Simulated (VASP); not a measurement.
# Pt (P6_3/mmc) in VASP: further runs

The runs below take Pt through single point, with LDA.

Everything below comes from runs of VASP 6.6.1. Logs are shortened: lines on timing, memory, paths and dates and some standing lists are left out, and cuts for length are marked.

## Step 1: The cell of the first run

The structure is hexagonal, space group P6_3/mmc (No. 194). The conventional cell has a = 2.748 Å, b = 2.748 Å, c = 4.746 Å, α = 90.00°, β = 90.00°, γ = 120.00°. Pt (site symmetry -6m2) has 12 Pt at 2.75 to 2.85 Å within 3.6 Å.

## Step 2: Single point, LDA, collinear spin, ferromagnetic start

Input file INCAR:

```
ALGO     = Fast           # electronic algorithm
EDIFF    = 1E-7           # SCF threshold, eV
ENCUT    = 520            # plane-wave cutoff, eV
ISIF     = 2              # what is computed and relaxed
ISMEAR   = 0              # smearing method
ISPIN    = 2              # spin polarisation
LASPH    = True           # aspherical terms in the spheres
LCHARG   = True           # write CHGCAR
LELF     = True           # ELF
LMAXMIX  = 4              # l up to which the mixer works
LORBIT   = 11             # projections on sites
LREAL    = False          # projectors in reciprocal space
LVHAR    = True         
LWAVE    = False          # write WAVECAR
MAGMOM   = 0.25 0.25      # initial moments
NBANDS   = 21             # bands
NELM     = 150            # most SCF steps
NUPDOWN  = 0.5            # fixed moment
PREC     = Accurate       # precision mode
SIGMA    = 0.15           # smearing width, eV
```

Input file KPOINTS:

```
k-points
0
Gamma
  21 21 10
```

Input file POSCAR:

```
Pt
1.0
    2.7483013709      0.0000000000      0.0000000000
   -1.3741506854      2.3800988044      0.0000000000
    0.0000000000      0.0000000000      4.7455915265
Pt
2
Direct
    0.6666666667      0.3333333333      0.7500000000
    0.3333333333      0.6666666667      0.2500000000
```

Potentials or basis: VASP PAW LDA potentials, release 64 (Pt).

On the command line:

```
$ cat potpaw_LDA.64/Pt/POTCAR > POTCAR
$ mpirun -np 1 vasp_std > vasp.out
```

OUTCAR:

```text
EDIFF = 1E-7
   ENCUT = 520
   ISIF = 2
   ISMEAR = 0
   ISPIN = 2
   LASPH = True
   LORBIT = 11
   LREAL = False
   NELM = 150
   NUPDOWN = 0.5
   PREC = Accurate

 ion  position               nearest neighbor table
   1  0.667  0.333  0.750-   2 2.85   2 2.85   2 2.85   2 2.85   2 2.85   2 2.85
   2  0.333  0.667  0.250-   1 2.85   1 2.85   1 2.85   1 2.85   1 2.85   1 2.85

  LATTYP: Found a hexagonal cell.
 ALAT       =     2.7483013709
 C/A-ratio  =     1.7267362221

  Lattice vectors:

 A1 = (   2.7483013709,   0.0000000000,   0.0000000000)
 A2 = (  -1.3741506854,   2.3800988044,   0.0000000000)
 A3 = (   0.0000000000,   0.0000000000,   4.7455915265)

Analysis of symmetry for initial positions (statically):
=====================================================================
 Subroutine PRICEL returns:
 Original cell was already a primitive cell.

 Routine SETGRP: Setting up the symmetry group for a
 hexagonal supercell.

 Subroutine GETGRP returns: Found 24 space group operations
 (whereof 12 operations were pure point group operations)
 out of a pool of 24 trial point group operations.

The static configuration has the point symmetry D_3d.
 The point group associated with its full space group is D_6h.

Analysis of symmetry for dynamics (positions and initial velocities):
=====================================================================
 Subroutine PRICEL returns:
 Original cell was already a primitive cell.

 Routine SETGRP: Setting up the symmetry group for a
 hexagonal supercell.

 Subroutine GETGRP returns: Found 24 space group operations
 (whereof 12 operations were pure point group operations)
 out of a pool of 24 trial point group operations.

The dynamic configuration has the point symmetry D_3d.
 The point group associated with its full space group is D_6h.

Analysis of structural, dynamic, and magnetic symmetry:
=====================================================================
 Subroutine PRICEL returns:
 Original cell was already a primitive cell.

 Routine SETGRP: Setting up the symmetry group for a
 hexagonal supercell.

 Subroutine GETGRP returns: Found 24 space group operations
 (whereof 12 operations were pure point group operations)
 out of a pool of 24 trial point group operations.

The overall configuration has the point symmetry D_3d.
 The point group associated with its full space group is D_6h.

 Subroutine INISYM returns: Found 24 space group operations
 (whereof 12 operations are pure point group operations),
 and found     1 'primitive' translations

----------------------------------------------------------------------------------------

                                     Primitive cell

  volume of cell :      31.0420

  direct lattice vectors                    reciprocal lattice vectors
     2.748301371  0.000000000  0.000000000     0.363861115  0.210075312  0.000000000
    -1.374150685  2.380098804  0.000000000     0.000000000  0.420150625  0.000000000
     0.000000000  0.000000000  4.745591527     0.000000000  0.000000000  0.210721887

  length of vectors
     2.748301371  2.748301371  4.745591527     0.420150625  0.420150625  0.210721887

  position of ions in fractional coordinates (direct lattice)
     0.666666667  0.333333333  0.750000000
     0.333333333  0.666666667  0.250000000

  ion indices of the primitive-cell ions
   primitive index   ion index
                 1           1
                 2           2

----------------------------------------------------------------------------------------

 KPOINTS: k-points

Automatic generation of k-mesh.
 Grid dimensions read from file:
 generate k-points for:   21   21   10

 Generating k-lattice:

  Cartesian coordinates                     Fractional coordinates (reciprocal lattice)
     0.017326720  0.010003586  0.000000000     0.047619048  0.000000000  0.000000000
     0.000000000  0.020007173  0.000000000     0.000000000  0.047619048  0.000000000
     0.000000000  0.000000000  0.021072189     0.000000000  0.000000000  0.100000000

  Length of vectors
     0.020007173  0.020007173  0.021072189

  Shift w.r.t. Gamma in fractional coordinates (k-lattice)
     0.000000000  0.000000000  0.000000000

 Subroutine IBZKPT returns following result:
 ===========================================

 Found    288 irreducible k-points:

 Following reciprocal coordinates:
            Coordinates               Weight
  0.000000  0.000000  0.000000      1.000000
  0.047619  0.000000  0.000000      6.000000
  0.095238  0.000000  0.000000      6.000000
  0.142857 -0.000000  0.000000      6.000000
  0.190476  0.000000  0.000000      6.000000
  0.238095  0.000000  0.000000      6.000000
[... 16 lines left out ...]
  0.142857  0.095238  0.000000     12.000000
  0.190476  0.095238  0.000000     12.000000
 [... further k-points ...]
   k-points           NKPTS =    288   k-points in BZ     NKDIM =    288   number of bands    NBANDS=     21
   number of dos      NEDOS =    301   number of ions     NIONS =      2
   total plane-waves  NPLWV =  14400
   dimension x,y,z NGX =    20 NGY =   20 NGZ =   36
   dimension x,y,z NGXF=    40 NGYF=   40 NGZF=   72
   ions per type =               2
   NGX,Y,Z   is equivalent  to a cutoff of  12.10, 12.10, 12.61 a.u.
   NGXF,Y,Z  is equivalent  to a cutoff of  24.20, 24.20, 25.22 a.u.
 SYSTEM =  unknown system
   PREC   = accura    normal or accurate (medium, high low for compatibility)
   ISTART =      0    job   : 0-new  1-cont  2-samecut
   ICHARG =      2    charge: 1-file 2-atom 10-const
   ISPIN  =      2    spin polarized calculation?
   LNONCOLLINEAR =      F non collinear calculations
   LSORBIT =      F    spin-orbit coupling
   LASPH  =      T    aspherical Exc in radial PAW
   ENCUT  =  520.0 eV  38.22 Ry    6.18 a.u.   5.11  5.11  8.82*2*pi/ulx,y,z
   NELM   =    150;   NELMIN=  2; NELMDL= -5     # of ELM steps
   EDIFF  = 0.1E-06   stopping-criterion for ELM
   LREAL  =      F    real-space projection
   EDIFFG = 0.1E-05   stopping-criterion for IOM
   NSW    =      0    number of steps for IOM
   IBRION =     -1    ionic relax: 0-MD 1-quasi-New 2-CG
   NFREE  =      0    steps in history (QN), initial steepest desc. (CG)
   ISIF   =      2    stress and relaxation
   ISYM   =      2    0-nonsym 1-usesym 2-fastsym
   POTIM  = 0.5000    time-step for ionic-motion
   TEBEG  =    0.0;   TEEND  =   0.0 temperature during run
   PSTRESS=    0.0 pullay stress
   NELECT =      20.0000    total number of electrons
   NUPDOWN=       0.5000    fix difference up-down
   EMIN   =  10.00;   EMAX   =-10.00  energy-range for DOS
   EFERMI =   0.00;   METHOD = LEGACY
   ISMEAR =     0;   SIGMA  =   0.15  broadening in eV -4-tet -1-fermi 0-gaus
   EFERMI_NEDOS =   21; number of points for ismear=-14 and -15
   IALGO  =     68    algorithm
   IMIX   =      4    mixing-type and parameters
     AMIX     =   0.40;   BMIX     =  1.00
     AMIX_MAG =   1.60;   BMIX_MAG =  1.00
  volume/ion in A,a.u.               =      15.52       104.74
  Fermi-wavevector in a.u.,A,eV,Ry     =   1.413953  2.671983 27.201620  1.999263
  Thomas-Fermi vector in A             =   2.535545
   LORBIT       =     11    0 simple, 1 ext, 2 COOP (PROOUT), +10 PAW based schemes
   GGA     = CA    functional components
   LHFCALC =     F    Hartree Fock is set to
   AEXX    =    0.0000 exact exchange contribution
   IVDW    =     0    specifies the selected vdW correction
   LEPSILON=     F    determine dielectric tensor
   LRPA    =     F    only Hartree local field effects (RPA)
 spin polarized calculation
 RMM-DIIS sequential band-by-band and
 Gauss-broadening in eV      SIGMA  =   0.15
  energy-cutoff  :      520.00
  volume of cell :       31.04
 maximum number of plane-waves:       848
   NGX = 11   NGY = 11   NGZ = 17

 number of electron      20.0000000 magnetization       0.5000000

 Free energy of the ion-electron system (eV)
  ---------------------------------------------------
  ext. energy  EPLUGINS =         0.00000000
  ---------------------------------------------------
  free energy    TOTEN  =       -14.84243991 eV

  energy without entropy =      -14.80157628  energy(sigma->0) =      -14.82200809

 E-fermi :  10.5138     XC(G=0): -13.5169

 val. band max:       10.6256826870   @ k =   0.4286   0.0476   0.5000
 cond. band min:      10.5154330141   @ k =   0.3333   0.0000   0.2000
 fundamental gap:     -0.1102496729
 Fermi energy:        10.6269539871

 spin component 1

 k-point     1 :       0.0000    0.0000    0.0000
  band No.  band energies     occupation
      1       0.6295      1.00000
      2       3.2790      1.00000
      3       6.4484      1.00000
      4       6.9697      1.00000
      5       6.9697      1.00000
      6       7.3536      1.00000
[... 13 lines left out ...]
     20      32.9271      0.00000
     21      34.3788      0.00000
[... 529 lines left out ...]
 k-point    24 :       0.1905    0.0952    0.0000
  band No.  band energies     occupation
      1       2.6803      1.00000
      2       4.7398      1.00000
      3       5.9262      1.00000
      4       6.1126      1.00000
      5       6.6410      1.00000
      6       7.4098      1.00000
[... 13 lines left out ...]
     20      31.6359      0.00000
     21      32.4431      0.00000

 [... further k-points ...]

 spin component 2

 k-point     1 :       0.0000    0.0000    0.0000
  band No.  band energies     occupation
      1       0.6827      1.00000
      2       3.3764      1.00000
      3       6.5924      1.00000
      4       7.1038      1.00000
      5       7.1038      1.00000
      6       7.4909      1.00000
[... 13 lines left out ...]
     20      32.9822      0.00000
     21      34.4172      0.00000
[... 529 lines left out ...]
 k-point    24 :       0.1905    0.0952    0.0000
  band No.  band energies     occupation
      1       2.7376      1.00000
      2       4.8502      1.00000
      3       6.0468      1.00000
      4       6.2166      1.00000
      5       6.7684      1.00000
      6       7.5393      1.00000
[... 13 lines left out ...]
     20      31.6984      0.00000
     21      32.5149      0.00000

 [... further k-points ...]

------------------------ aborting loop because EDIFF is reached ----------------------------------------

  FORCE on cell =-STRESS in cart. coord.  units (eV):
  Direction    XX          YY          ZZ          XY          YZ          ZX
  --------------------------------------------------------------------------------------
  -------------------------------------------------------------------------------------
  Total       -2.0482143     -2.0482143     -2.1680131     -0.0000000      0.0000000      0.0000000
  in kB     -105.7149166   -105.7149166   -111.8981217     -0.0000000      0.0000000      0.0000000
  external PRESSURE =    -107.7759850 kB  Pullay stress =       0.0000000 kB

 VOLUME and BASIS-vectors are now :
 -----------------------------------------------------------------------------
  energy-cutoff  :      520.00
  volume of cell :       31.04
      direct lattice vectors                 reciprocal lattice vectors
     2.748301371  0.000000000  0.000000000     0.363861115  0.210075312  0.000000000
    -1.374150685  2.380098804  0.000000000     0.000000000  0.420150625  0.000000000
     0.000000000  0.000000000  4.745591527     0.000000000  0.000000000  0.210721887

 POSITION                                       TOTAL-FORCE (eV/Angst)
 -----------------------------------------------------------------------------------
      1.37415      0.79337      3.55919         0.000000     -0.000000      0.000000
     -0.00000      1.58673      1.18640        -0.000000      0.000000      0.000000
 -----------------------------------------------------------------------------------
    total drift:                               -0.000000      0.000000     -0.000000

  FREE ENERGIE OF THE ION-ELECTRON SYSTEM (eV)
  ---------------------------------------------------
  free  energy   TOTEN  =       -14.8424399074 eV

  energy  without entropy=      -14.8015762812  energy(sigma->0) =      -14.82200809

 total charge

# of ion       s       p       d       tot
------------------------------------------
    1        0.628   0.578   8.033   9.238
    2        0.628   0.578   8.033   9.238
--------------------------------------------------
tot          1.255   1.156  16.065  18.476

 magnetization (x)

# of ion       s       p       d       tot
------------------------------------------
    1        0.002  -0.000   0.244   0.246
    2        0.002  -0.000   0.244   0.246
--------------------------------------------------
tot          0.003  -0.000   0.489   0.492
```

Run time: 2.2 min. Hardware: 1 thread of Intel Xeon 6975P-C (Granite Rapids), shared host; peak memory 0.33 GiB.

Results:

```
Free energy                                           : -14.8424 eV
Pressure                                              : -10.8 GPa
Net moment                                            : 0.50 μB per cell
Site moments                                          : Pt +0.25 μB
Valence electrons inside the program's atomic spheres : Pt 9.24
```

Stress tensor (GPa, compression positive):
```
-10.57   0.00   0.00
  0.00 -10.57   0.00
  0.00   0.00 -11.19
```

Caveat: spin-orbit coupling is left out, which moves the levels of the heavy elements; the total moment is fixed, so each spin has its own Fermi level.

## Step 3: Single point, LDA, collinear spin, ferromagnetic start

This run uses another cell than the first one, of 17.53 Å³/atom, 1.129 times its volume.

Input file INCAR:

```
SYSTEM = Pt
ALGO = Fast
EDIFF = 1E-7
ENCUT = 520
GGA = CA
ISIF = 2
ISMEAR = 0
ISPIN = 2
LASPH = .TRUE.
LCHARG = .FALSE.
LMAXMIX = 4
LORBIT = 11
LREAL = .FALSE.
LWAVE = .FALSE.
MAGMOM = 0.5 0.5
NBANDS = 21
NELM = 150
NUPDOWN = 1.0
PREC = Accurate
SIGMA = 0.15
```

Input file KPOINTS:

```
k-points
0
G
  21 21 10
  0 0 0
```

Input file POSCAR:

```
Pt
1.0
    2.8619386323      0.0000000000      0.0000000000
   -1.4309693161      2.4785115596      0.0000000000
    0.0000000000      0.0000000000      4.9418131020
Pt
2
Direct
    0.6666666667      0.3333333333      0.7500000000
    0.3333333333      0.6666666667      0.2500000000
```

Potentials or basis: VASP PAW LDA potentials, release 64 (Pt).

On the command line:

```
$ cat potpaw_LDA.64/Pt/POTCAR > POTCAR
$ mpirun -np 1 vasp_std > vasp.out
```

OUTCAR:

```text
SYSTEM = Pt
   EDIFF = 1E-7
   ENCUT = 520
   GGA = CA
   ISIF = 2
   ISMEAR = 0
   ISPIN = 2
   LASPH = .TRUE.
   LORBIT = 11
   LREAL = .FALSE.
   NELM = 150
   NUPDOWN = 1.0
   PREC = Accurate

 ion  position               nearest neighbor table
   1  0.667  0.333  0.750-   2 2.97   2 2.97   2 2.97   2 2.97   2 2.97   2 2.97
   2  0.333  0.667  0.250-   1 2.97   1 2.97   1 2.97   1 2.97   1 2.97   1 2.97

  LATTYP: Found a hexagonal cell.
 ALAT       =     2.8619386323
 C/A-ratio  =     1.7267362222

  Lattice vectors:

 A1 = (   2.8619386323,   0.0000000000,   0.0000000000)
 A2 = (  -1.4309693161,   2.4785115596,   0.0000000000)
 A3 = (   0.0000000000,   0.0000000000,   4.9418131020)

Analysis of symmetry for initial positions (statically):
=====================================================================
 Subroutine PRICEL returns:
 Original cell was already a primitive cell.

 Routine SETGRP: Setting up the symmetry group for a
 hexagonal supercell.

 Subroutine GETGRP returns: Found 24 space group operations
 (whereof 12 operations were pure point group operations)
[... 1346 lines left out ...]
     21      28.8921      0.00000

 [... further k-points ...]

------------------------ aborting loop because EDIFF is reached ----------------------------------------

  FORCE on cell =-STRESS in cart. coord.  units (eV):
  Direction    XX          YY          ZZ          XY          YZ          ZX
  --------------------------------------------------------------------------------------
  -------------------------------------------------------------------------------------
  Total       -6.7477235     -6.7477235     -6.6243853     -0.0000000      0.0000000      0.0000000
  in kB     -308.4112973   -308.4112972   -302.7740054     -0.0000000      0.0000000      0.0000000
  external PRESSURE =    -306.5322000 kB  Pullay stress =       0.0000000 kB

 VOLUME and BASIS-vectors are now :
 -----------------------------------------------------------------------------
  energy-cutoff  :      520.00
  volume of cell :       35.05
      direct lattice vectors                 reciprocal lattice vectors
     2.861938632  0.000000000  0.000000000     0.349413502  0.201733979  0.000000000
    -1.430969316  2.478511560  0.000000000     0.000000000  0.403467959  0.000000000
     0.000000000  0.000000000  4.941813102     0.000000000  0.000000000  0.202354881

 POSITION                                       TOTAL-FORCE (eV/Angst)
 -----------------------------------------------------------------------------------
      1.43097      0.82617      3.70636        -0.000000      0.000000      0.000000
     -0.00000      1.65234      1.23545         0.000000     -0.000000      0.000000
 -----------------------------------------------------------------------------------
    total drift:                               -0.000000      0.000000     -0.000000

  FREE ENERGIE OF THE ION-ELECTRON SYSTEM (eV)
  ---------------------------------------------------
  free  energy   TOTEN  =       -14.2504065672 eV

  energy  without entropy=      -14.2127218994  energy(sigma->0) =      -14.23156423

 total charge

# of ion       s       p       d       tot
------------------------------------------
    1        0.572   0.445   7.958   8.975
    2        0.572   0.445   7.958   8.975
--------------------------------------------------
tot          1.143   0.890  15.917  17.950

 magnetization (x)

# of ion       s       p       d       tot
------------------------------------------
    1        0.003  -0.002   0.493   0.494
    2        0.003  -0.002   0.493   0.494
--------------------------------------------------
tot          0.006  -0.003   0.986   0.989
```

stdout:

```text
POSCAR found type information on POSCAR Pt
 POSCAR found :  1 types and       2 ions
 scaLAPACK will be used
 LDA part: xc-table for (Slater(with rela. corr.)+CA(PZ))
 , standard interpolation
 POSCAR, INCAR and KPOINTS ok, starting setup
 FFT: planning ... GRIDC
 FFT: planning ... GRID_SOFT
 FFT: planning ... GRID
 WAVECAR not read
 entering main loop
```

Wall time 4.8 min (1 thread of Intel Xeon Platinum 8488C (Sapphire Rapids), shared host); peak memory 0.37 GiB.

Results:

```
Free energy                                           : -14.2504 eV
Pressure                                              : -30.7 GPa
Net moment                                            : 1.00 μB per cell
Site moments                                          : Pt +0.49 μB
Valence electrons inside the program's atomic spheres : Pt 8.97
```

Caveat: spin-orbit coupling is left out, which moves the levels of the heavy elements; the total moment is fixed, so each spin has its own Fermi level.

[end of part 1 of 2]
